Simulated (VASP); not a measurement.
Runs of VASP 6.6.1 on Ge3Cl. The structure is that of space group Fm-3m (No. 225), or close to it. The cells are those of the table. 

| task | cell | k mesh | cutoff (eV) | gap on the mesh (eV) | pressure (GPa) | relaxed volume (Å³/atom) |
| --- | --- | --- | --- | --- | --- | --- |
| single point | a = 4.817 Å, angles 60.0°, 4 atoms | 12 × 12 × 12 | 520 | none | 0.0 | - |
| relaxation of cell and atoms | relaxed from a = 4.843 Å, angles 60.0°, 4 atoms | 12 × 12 × 12 | 600 | none | 0.0 | (a) |
| relaxation of cell and atoms | relaxed from a = 5.340 Å, angles 60.0°, 4 atoms | 4 × 4 × 4 | 600 | none | -0.1 | 20.21 |
| single point | a = 5.340 Å, angles 60.0°, 4 atoms | 4 × 4 × 4 | 520 | none | -8.0 | - |
| single point | a = 4.843 Å, angles 60.0°, 4 atoms | 4 × 4 × 4 | 520 | none | 0.1 | - |

Alike in all rows: level PBE; potentials or basis VASP PAW PBE potentials, release 64 (Ge_d, Cl); no spin polarisation; smearing gaussian 0.1 eV.

Task: Estimate the missing entries.

Result: (a) 19.75.

Caveats: some runs use coarse meshes; an odd number of electrons without spin polarisation forces a metal; a magnetic or distorted state may lie lower; the volume moved by over 15 % at a fixed basis, so the end points are rough (some runs).

A k mesh can miss the band edges, and the runs leave out spin-orbit coupling on Ge.

A gap of «none» marks levels without a gap at the run's occupations.
